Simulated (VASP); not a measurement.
**Rh: single point with r2SCAN**

Rh:

```
CELL_PARAMETERS angstrom
0.00000 1.90081 1.90081
1.90081 0.00000 1.90081
1.90081 1.90081 0.00000
ATOMIC_POSITIONS crystal
Rh 0.00000 0.00000 0.00000
```

* Program: VASP 6.6.1
* Task: single point
* Functional: r2SCAN
* Potentials or basis: VASP PAW PBE potentials, release 64 (Rh_pv)
* Cutoff: 520 eV
* k mesh: 11 × 11 × 11
* Occupations: fermi-dirac, width 0.1 eV
* Spin: no spin polarisation
* Dipole correction: no
* Further INCAR settings: ALGO = Normal; EDIFF = 1e-07; NBANDS = 14

- Pressure: 1.5 GPa

Levels at points of the mesh, in eV from the Fermi level:
| k point | band 5 | band 6 | band 7 | band 8 | band 9 | band 10 |
| --- | --- | --- | --- | --- | --- | --- |
| (0.00, 0.00, 0.00) | -3.18 | -3.18 | -3.18 | -1.07 | -1.07 | 16.70 |

Run time: 50 s on 1 thread of Intel(R) Xeon(R) Platinum 8259CL CPU @ 2.50GHz (Skylake/Cascade Lake) (shared host), peak memory 0.13 GiB.

Caveat: the PAW data sets were made with another functional, which shifts forces and pressure a little.
